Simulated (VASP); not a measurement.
Here is a VASP 6.6.1 calculation.

File POSCAR:

```
KI
1.0
    2.9939027802     -2.9964268261      0.0000000000
    2.9939027802      2.9964268261      0.0000000000
    0.0000000000      0.0000000000      4.2384759234
K I
1 1
Direct
    0.0000000000      0.0000000000      0.0000000000
    0.5000000000      0.5000000000      0.5000000000
```

INCAR.step1

```
SYSTEM = KI
PREC = Accurate
ENCUT = 520
ISMEAR = 0
SIGMA = 0.02
LREAL = .FALSE.
LASPH = .TRUE.
NELM = 80
NBANDS = 15
GGA = PE
ALGO = Normal
EDIFF = 1E-4
LWAVE = .TRUE.
LCHARG = .FALSE.
```

Contents of INCAR.step2:

```
SYSTEM = KI
PREC = Accurate
ENCUT = 520
EDIFF = 1E-7
ISMEAR = 0
SIGMA = 0.02
LREAL = .FALSE.
LASPH = .TRUE.
NELM = 80
ALGO = Normal
ISIF = 2
LWAVE = .FALSE.
LCHARG = .FALSE.
METAGGA = R2SCAN
LMIXTAU = .TRUE.
NBANDS = 15
ISTART = 1
```

The input KPOINTS:

```
regular mesh
0
G
  6 6 6
  0 0 0
```

Potentials or basis: VASP PAW PBE potentials, release 64 (K_sv, I).

Command:

```console
$ cat potpaw_PBE.64/K_sv/POTCAR potpaw_PBE.64/I/POTCAR > POTCAR
$ cp INCAR.step1 INCAR
$ mpirun -np 1 vasp_std > vasp.out
$ cp INCAR.step2 INCAR
$ mpirun -np 1 vasp_std > vasp.out
```

Question: Estimate the pressure.

Answer: 0.6 GPa.

Question: Predict the band gap on the k mesh.

Answer: 4.15 eV, indirect (least direct gap 4.40 eV).

Caveat: the PAW data sets were made with another functional, which shifts forces and pressure a little; spin-orbit coupling is left out, which moves the levels of the heavy elements. A k mesh can miss the band edges.
